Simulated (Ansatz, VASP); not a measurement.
# La2SiF2 in VASP and in Ansatz

File INCAR:

```
SYSTEM = La2SiF2
PREC = Accurate ; ENCUT = 520
EDIFF = 1E-7 ; ISMEAR = 0
SIGMA = 0.1 ; LREAL = .FALSE.
LASPH = .TRUE. ; NELM = 60
ALGO = Normal ; ISIF = 2
LWAVE = .FALSE. ; LCHARG = .FALSE.
GGA = PE ; NBANDS = 28
```

File KPOINTS:

```
regular mesh
0
G
  6 6 4
  0 0 0
```

Contents of POSCAR:

```
La2SiF2
1.0
    5.1303896400      0.0000000000      0.0000000000
   -2.5651948200      4.4430477600      0.0000000000
    0.0000000000      0.0000000000      5.2561597500
La Si F
2 1 2
Direct
    0.3333333300      0.6666666700      0.0000000000
    0.6666666700      0.3333333300      0.0000000000
    0.0000000000      0.0000000000      0.5000000000
    0.3333333300      0.6666666700      0.5000000000
    0.6666666700      0.3333333300      0.5000000000
```

Input for Ansatz:

```yaml
crystal:
  lattice:
    - [5.13038964, 0.0, 0.0]
    - [-2.56519482, 4.44304776, 0.0]
    - [0.0, 0.0, 5.25615975]
  atoms:
    - { symbol: La, position: [0.33333333, 0.66666667, 0.0] }
    - { symbol: La, position: [0.66666667, 0.33333333, 0.0] }
    - { symbol: Si, position: [0.0, 0.0, 0.5] }
    - { symbol: F, position: [0.33333333, 0.66666667, 0.5] }
    - { symbol: F, position: [0.66666667, 0.33333333, 0.5] }
basis:
  ecutwfc: 420
kpoints:
  mp_grid: { grid: [6, 6, 4] }
hamiltonian:
  xc: pbe
scf:
  occupations: { method: gaussian, width: 0.1 }
  lower_state_search: "off"
output:
  forces: true
  stress: true
  eigenvalues: true
```

Alike in both runs: task single point; functional PBE; k mesh 6 × 6 × 4; occupations gaussian, width 0.1 eV; no spin polarisation.

|  | VASP | Ansatz |
| --- | --- | --- |
| version | VASP 6.6.1 | Ansatz 0.2.0 |
| potentials or method | VASP PAW PBE potentials, release 64 (La, Si, F), cutoff 520 eV | scalar-relativistic, plane waves, PAW |
| valence electrons in the cell | 40 | 40 |

Ansatz gave:

```
gap on the k mesh at the Fermi level (eV)                     : none
pressure (GPa)                                                : -3.4
traceless stress, the component that is largest in VASP (GPa) : -17.33
```

Question: What did VASP give for the same quantities?

Answer: gap on the k mesh at the Fermi level (eV): none; pressure (GPa): -3.5; traceless stress, the component that is largest in VASP (GPa): -17.41.

A gap of «none» marks a metal or a gap that the smearing closes.

Neither program's run includes spin-orbit coupling.
